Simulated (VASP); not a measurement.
# SiC (F-43m) in VASP: a series of runs

SiC is run at these levels: PBE, r2SCAN; tasks: single point.

Everything below comes from runs of VASP 6.6.1. Logs are shortened: lines on timing, memory, paths and dates and some standing lists are left out, and cuts for length are marked.

**1. The cell of the first run**

Symmetry: F-43m, No. 216, cubic system. Conventional cell: a = 4.458 Å, b = 4.458 Å, c = 4.458 Å, α = 90.00°, β = 90.00°, γ = 90.00°. Within 2.6 Å of Si (site symmetry -43m) lie 4 C at 1.93 Å. Within 2.6 Å of C (site symmetry -43m) lie 4 Si at 1.93 Å.

**2. Single point, PBE (strain +2.3%)**

The input, INCAR:

```
SYSTEM = SiC
PREC = Accurate ; ENCUT = 520
EDIFF = 1E-7 ; ISMEAR = -1
SIGMA = 0.02 ; LREAL = .FALSE.
LASPH = .TRUE. ; NELM = 60
ALGO = Normal ; ISIF = 2
LWAVE = .FALSE. ; LCHARG = .FALSE.
GGA = PE ; NBANDS = 11
```

The input, KPOINTS:

```
regular mesh
0
G
  10 10 10
  0 0 0
```

The input, POSCAR:

```
SiC
1.0
    0.0000000000      2.2290187726      2.2290187726
    2.2290187726      0.0000000000      2.2290187726
    2.2290187726      2.2290187726      0.0000000000
Si C
1 1
Direct
    0.0000000000      0.0000000000      0.0000000000
    0.2500000000      0.2500000000      0.2500000000
```

Potentials or basis: VASP PAW PBE potentials, release 64 (Si, C).

Command:

```
$ cat potpaw_PBE.64/Si/POTCAR potpaw_PBE.64/C/POTCAR > POTCAR
$ mpirun -np 1 vasp_std > vasp.out
```

OUTCAR:

```text
SYSTEM = SiC
   PREC = Accurate
   ENCUT = 520
   EDIFF = 1E-7
   ISMEAR = -1
   LREAL = .FALSE.
   LASPH = .TRUE.
   NELM = 60
   ISIF = 2
   GGA = PE

 ion  position               nearest neighbor table
   1  0.000  0.000  0.000-   2 1.93   2 1.93   2 1.93   2 1.93
   2  0.250  0.250  0.250-   1 1.93   1 1.93   1 1.93   1 1.93

  LATTYP: Found a face centered cubic cell.
 ALAT       =     4.4580375452

  Lattice vectors:

 A1 = (   0.0000000000,   2.2290187726,   2.2290187726)
 A2 = (   2.2290187726,   0.0000000000,   2.2290187726)
 A3 = (   2.2290187726,   2.2290187726,   0.0000000000)

Analysis of symmetry for initial positions (statically):
=====================================================================
 Subroutine PRICEL returns:
 Original cell was already a primitive cell.

 Routine SETGRP: Setting up the symmetry group for a
 face centered cubic supercell.

 Subroutine GETGRP returns: Found 24 space group operations
 (whereof 24 operations were pure point group operations)
 out of a pool of 48 trial point group operations.

The static configuration has the point symmetry T_d .

Analysis of symmetry for dynamics (positions and initial velocities):
=====================================================================
 Subroutine PRICEL returns:
 Original cell was already a primitive cell.

 Routine SETGRP: Setting up the symmetry group for a
 face centered cubic supercell.

 Subroutine GETGRP returns: Found 24 space group operations
 (whereof 24 operations were pure point group operations)
 out of a pool of 48 trial point group operations.

The dynamic configuration has the point symmetry T_d .

 Subroutine INISYM returns: Found 24 space group operations
 (whereof 24 operations are pure point group operations),
 and found     1 'primitive' translations

----------------------------------------------------------------------------------------

                                     Primitive cell

  volume of cell :      22.1499

  direct lattice vectors                    reciprocal lattice vectors
     0.000000000  2.229018773  2.229018773    -0.224313948  0.224313948  0.224313948
     2.229018773  0.000000000  2.229018773     0.224313948 -0.224313948  0.224313948
     2.229018773  2.229018773  0.000000000     0.224313948  0.224313948 -0.224313948

  length of vectors
     3.152308579  3.152308579  3.152308579     0.388523154  0.388523154  0.388523154

  position of ions in fractional coordinates (direct lattice)
     0.000000000  0.000000000  0.000000000
     0.250000000  0.250000000  0.250000000

  ion indices of the primitive-cell ions
   primitive index   ion index
                 1           1
                 2           2

----------------------------------------------------------------------------------------

 KPOINTS: regular mesh

Automatic generation of k-mesh.
 Grid dimensions read from file:
 generate k-points for:   10   10   10

 Generating k-lattice:

  Cartesian coordinates                     Fractional coordinates (reciprocal lattice)
    -0.022431395  0.022431395  0.022431395     0.100000000  0.000000000  0.000000000
     0.022431395 -0.022431395  0.022431395     0.000000000  0.100000000  0.000000000
     0.022431395  0.022431395 -0.022431395     0.000000000  0.000000000  0.100000000

  Length of vectors
     0.038852315  0.038852315  0.038852315

  Shift w.r.t. Gamma in fractional coordinates (k-lattice)
     0.000000000  0.000000000  0.000000000

 Subroutine IBZKPT returns following result:
 ===========================================

 Found     47 irreducible k-points:

 Following reciprocal coordinates:
            Coordinates               Weight
  0.000000  0.000000  0.000000      1.000000
  0.100000  0.000000  0.000000      8.000000
  0.200000  0.000000  0.000000      8.000000
  0.300000  0.000000  0.000000      8.000000
  0.400000  0.000000  0.000000      8.000000
  0.500000  0.000000  0.000000      4.000000
[... 16 lines left out ...]
  0.300000  0.300000  0.000000      6.000000
  0.400000  0.300000  0.000000     24.000000
 [... further k-points ...]
   k-points           NKPTS =     47   k-points in BZ     NKDIM =     47   number of bands    NBANDS=     11
   number of dos      NEDOS =    301   number of ions     NIONS =      2
   total plane-waves  NPLWV =  13824
   dimension x,y,z NGX =    24 NGY =   24 NGZ =   24
   dimension x,y,z NGXF=    48 NGYF=   48 NGZF=   48
   ions per type =               1   1
   NGX,Y,Z   is equivalent  to a cutoff of  12.66, 12.66, 12.66 a.u.
   NGXF,Y,Z  is equivalent  to a cutoff of  25.31, 25.31, 25.31 a.u.
 SYSTEM =  SiC
   PREC   = accura    normal or accurate (medium, high low for compatibility)
   ISTART =      0    job   : 0-new  1-cont  2-samecut
   ICHARG =      2    charge: 1-file 2-atom 10-const
   ISPIN  =      1    spin polarized calculation?
   LNONCOLLINEAR =      F non collinear calculations
   LSORBIT =      F    spin-orbit coupling
   LASPH  =      T    aspherical Exc in radial PAW
   ENCUT  =  520.0 eV  38.22 Ry    6.18 a.u.   5.86  5.86  5.86*2*pi/ulx,y,z
   NELM   =     60;   NELMIN=  2; NELMDL= -5     # of ELM steps
   EDIFF  = 0.1E-06   stopping-criterion for ELM
   LREAL  =      F    real-space projection
   EDIFFG = 0.1E-05   stopping-criterion for IOM
   NSW    =      0    number of steps for IOM
   IBRION =     -1    ionic relax: 0-MD 1-quasi-New 2-CG
   NFREE  =      0    steps in history (QN), initial steepest desc. (CG)
   ISIF   =      2    stress and relaxation
   ISYM   =      2    0-nonsym 1-usesym 2-fastsym
   POTIM  = 0.5000    time-step for ionic-motion
   TEBEG  =    0.0;   TEEND  =   0.0 temperature during run
   PSTRESS=    0.0 pullay stress
   NELECT =       8.0000    total number of electrons
   NUPDOWN=      -1.0000    fix difference up-down
   EMIN   =  10.00;   EMAX   =-10.00  energy-range for DOS
   EFERMI =   0.00;   METHOD = LEGACY
   ISMEAR =    -1;   SIGMA  =   0.02  broadening in eV -4-tet -1-fermi 0-gaus
   EFERMI_NEDOS =   21; number of points for ismear=-14 and -15
   IALGO  =     38    algorithm
   IMIX   =      4    mixing-type and parameters
     AMIX     =   0.40;   BMIX     =  1.00
     AMIX_MAG =   1.60;   BMIX_MAG =  1.00
  volume/ion in A,a.u.               =      11.07        74.74
  Fermi-wavevector in a.u.,A,eV,Ry     =   1.165864  2.203163 18.493557  1.359238
  Thomas-Fermi vector in A             =   2.302384
   LORBIT       =      0    0 simple, 1 ext, 2 COOP (PROOUT), +10 PAW based schemes
   GGA     = PE    functional components
   LHFCALC =     F    Hartree Fock is set to
   AEXX    =    0.0000 exact exchange contribution
   IVDW    =     0    specifies the selected vdW correction
   LEPSILON=     F    determine dielectric tensor
   LRPA    =     F    only Hartree local field effects (RPA)
 non-spin polarized calculation
  energy-cutoff  :      520.00
  volume of cell :       22.15
 maximum number of plane-waves:       610
   NGX = 11   NGY = 11   NGZ = 11

 number of electron       8.0000000 magnetization

 Free energy of the ion-electron system (eV)
  ---------------------------------------------------
  ext. energy  EPLUGINS =         0.00000000
  ---------------------------------------------------
  free energy    TOTEN  =       -15.02281442 eV

  energy without entropy =      -15.02281442  energy(sigma->0) =      -15.02281442

 E-fermi :   7.7561     XC(G=0): -11.0611

 val. band max:        7.3607311182   @ k =   0.0000   0.0000   0.0000
 cond. band min:       8.7774896855   @ k =   0.5000   0.5000   0.0000
 fundamental gap:      1.4167585673
 Fermi energy:         7.7561277102

 k-point     1 :       0.0000    0.0000    0.0000
  band No.  band energies     occupation
      1      -7.5183      2.00000
      2       7.3607      2.00000
      3       7.3607      2.00000
      4       7.3607      2.00000
      5      12.8017      0.00000
      6      14.2111      0.00000
      7      14.2111      0.00000
      8      14.2111      0.00000
      9      21.4777      0.00000
     10      21.4777      0.00000
     11      22.8121      0.00000

 k-point     2 :       0.1000    0.0000    0.0000
  band No.  band energies     occupation
      1      -7.3333      2.00000
      2       6.3584      2.00000
      3       7.2290      2.00000
      4       7.2290      2.00000
      5      13.1495      0.00000
      6      14.4104      0.00000
      7      14.4447      0.00000
      8      14.4447      0.00000
      9      20.5873      0.00000
     10      20.5873      0.00000
     11      23.0145      0.00000

 k-point     3 :       0.2000    0.0000    0.0000
  band No.  band energies     occupation
      1      -6.7874      2.00000
      2       4.3016      2.00000
      3       6.9271      2.00000
      4       6.9271      2.00000
      5      12.9592      0.00000
      6      14.8161      0.00000
      7      14.8161      0.00000
      8      15.5281      0.00000
      9      19.9411      0.00000
     10      19.9411      0.00000
     11      22.2151      0.00000

 k-point     4 :       0.3000    0.0000    0.0000
  band No.  band energies     occupation
      1      -5.9177      2.00000
      2       2.0890      2.00000
      3       6.6164      2.00000
      4       6.6164      2.00000
      5      12.5588      0.00000
      6      14.7632      0.00000
      7      14.7632      0.00000
      8      16.5764      0.00000
      9      20.6532      0.00000
     10      20.6532      0.00000
     11      21.8587      0.00000
[... 239 lines left out ...]
 k-point    22 :      -0.2000    0.2000    0.0000
  band No.  band energies     occupation
      1      -5.6246      2.00000
      2       2.6604      2.00000
      3       4.2752      2.00000
      4       6.7150      2.00000
      5      13.5590      0.00000
      6      14.8024      0.00000
      7      15.3004      0.00000
      8      15.9793      0.00000
      9      18.6205      0.00000
     10      22.1193      0.00000
     11      25.6997      0.00000

 k-point    23 :       0.3000    0.3000    0.0000
  band No.  band energies     occupation
      1      -5.3705      2.00000
      2       3.0183      2.00000
      3       5.0954      2.00000
      4       5.0954      2.00000
      5      10.4183      0.00000
      6      12.7106      0.00000
      7      18.2409      0.00000
      8      18.2409      0.00000
      9      19.0092      0.00000
     10      23.9360      0.00000
     11      28.0529      0.00000

 k-point    24 :       0.4000    0.3000    0.0000
  band No.  band energies     occupation
      1      -4.5546      2.00000
      2       1.8530      2.00000
      3       4.3458      2.00000
      4       4.8432      2.00000
      5      10.1764      0.00000
      6      12.7047      0.00000
      7      18.2713      0.00000
      8      18.6572      0.00000
      9      20.3533      0.00000
     10      24.8236      0.00000
     11      27.5529      0.00000

 [... further k-points ...]
[... 5 lines left out ...]
  --------------------------------------------------------------------------------------
  -------------------------------------------------------------------------------------
  Total       -1.4107966     -1.4107966     -1.4107966     -0.0000000      0.0000000     -0.0000000
  in kB     -102.0478364   -102.0478364   -102.0478364     -0.0000000      0.0000000     -0.0000000
  external PRESSURE =    -102.0478364 kB  Pullay stress =       0.0000000 kB

 VOLUME and BASIS-vectors are now :
 -----------------------------------------------------------------------------
  energy-cutoff  :      520.00
  volume of cell :       22.15
      direct lattice vectors                 reciprocal lattice vectors
     0.000000000  2.229018773  2.229018773    -0.224313948  0.224313948  0.224313948
     2.229018773  0.000000000  2.229018773     0.224313948 -0.224313948  0.224313948
     2.229018773  2.229018773  0.000000000     0.224313948  0.224313948 -0.224313948

 POSITION                                       TOTAL-FORCE (eV/Angst)
 -----------------------------------------------------------------------------------
      0.00000      0.00000      0.00000         0.000000      0.000000      0.000000
      1.11451      1.11451      1.11451        -0.000000     -0.000000     -0.000000
 -----------------------------------------------------------------------------------
    total drift:                                0.000000      0.000000      0.000000

  FREE ENERGIE OF THE ION-ELECTRON SYSTEM (eV)
  ---------------------------------------------------
  free  energy   TOTEN  =       -15.0228144242 eV

  energy  without entropy=      -15.0228144242  energy(sigma->0) =      -15.02281442
```

Run time: 6.9 s. Hardware: 1 thread of AMD EPYC 9R14 (Zen 4), shared host; peak memory 0.1 GiB.

What came out:

| Quantity | Value |
| --- | --- |
| Free energy | -15.0228 eV |
| Pressure | -10.2 GPa |
| Band gap on the k mesh | 1.42 eV, indirect (least direct gap 4.47 eV) |

Caveat: the cell differs from its parent crystal (strain +2.3%). A k mesh can miss the band edges.

**3. Single point, r2SCAN (strain +2.3%)**

POSCAR is that of step 2.

The input, INCAR.step1:

```
ALGO     = Normal         # electronic algorithm
EDIFF    = 1E-4           # SCF threshold, eV
ENCUT    = 520            # plane-wave cutoff, eV
GGA      = PE             # functional
ISMEAR   = 0              # smearing method
LASPH    = True           # aspherical terms in the spheres
LCHARG   = False          # write CHGCAR
LREAL    = False          # projectors in reciprocal space
LWAVE    = True           # write WAVECAR
NBANDS   = 11             # bands
NELM     = 80             # most SCF steps
PREC     = Accurate       # precision mode
SIGMA    = 0.01           # smearing width, eV
```

The input, INCAR.step2:

```
ALGO     = Normal         # electronic algorithm
EDIFF    = 1E-7           # SCF threshold, eV
ENCUT    = 520            # plane-wave cutoff, eV
ISIF     = 2              # what is computed and relaxed
ISMEAR   = 0              # smearing method
ISTART   = 1            
LASPH    = True           # aspherical terms in the spheres
LCHARG   = False          # write CHGCAR
LMIXTAU  = True         
LREAL    = False          # projectors in reciprocal space
LWAVE    = False          # write WAVECAR
METAGGA  = R2SCAN         # meta-GGA
NBANDS   = 11             # bands
NELM     = 80             # most SCF steps
PREC     = Accurate       # precision mode
SIGMA    = 0.01           # smearing width, eV
```

The input, KPOINTS:

```
k-points
0
Gamma
  10 10 10
```

Potentials or basis: VASP PAW PBE potentials, release 64 (Si, C).

Command:

```
$ cat potpaw_PBE.64/Si/POTCAR potpaw_PBE.64/C/POTCAR > POTCAR
$ cp INCAR.step1 INCAR
$ mpirun -np 1 vasp_std > vasp.out
$ cp INCAR.step2 INCAR
$ mpirun -np 1 vasp_std > vasp.out
```

It took 36 s on 1 thread of AMD EPYC 9R14 (Zen 4), shared host; peak memory 0.11 GiB.

Results (log left out):

```
Free energy            : -19.2588 eV
Pressure               : -13.9 GPa
Band gap on the k mesh : 1.76 eV, indirect (least direct gap 4.97 eV)
```

Levels at points of the mesh, in eV from the valence-band top:
```csv
k point,band 1,band 2,band 3,band 4,band 5,band 6,band 7,band 8,band 9
"(0.00, 0.00, 0.00)",-15.65,0.00,0.00,0.00,5.98,7.36,7.36,7.36,14.80
"(0.50, 0.00, 0.00)",-12.27,-8.46,-1.09,-1.09,5.34,7.45,7.45,10.54,16.55
"(0.50, 0.50, 0.00)",-10.88,-7.84,-3.20,-3.20,1.76,4.56,14.29,14.29,15.05
```

Caveat: the cell differs from its parent crystal (strain +2.3%); the PAW data sets were made with another functional, which shifts forces and pressure a little.
